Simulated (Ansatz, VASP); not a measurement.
# Ni in VASP and in Ansatz

```
CELL_PARAMETERS angstrom
-1.38372 1.38372 1.38372
1.38372 -1.38372 1.38372
1.38372 1.38372 -1.38372
ATOMIC_POSITIONS crystal
Ni 0.00000 0.00000 0.00000
```

Alike in both runs: task single point; functional PBEsol; k mesh 14 × 14 × 14; occupations fermi-dirac, width 0.2 eV; collinear spin.

```csv
,VASP,Ansatz
version,VASP 6.6.1,Ansatz 0.2.0
potentials or method,"VASP PAW PBE potentials, release 64 (Ni)","plane waves, PAW"
plane-wave cutoff (eV),520,420
valence electrons in the cell,10,18
```

```tsv
	VASP	Ansatz	Ansatz less VASP
pressure (GPa)	-1.9	-1.9	+0.07
net moment per atom (μB)	0.16	0.21	+0.056
size of the moment on the site where the two differ most (μB)	0.16	0.22	+0.064
```

VASP's potentials were made for PBE, not for PBEsol. Site moments also hang on the region over which each program counts them. VASP's potentials hold 10 valence electrons a cell and Ansatz's 18, so a difference there can come from the potentials and not from the codes.
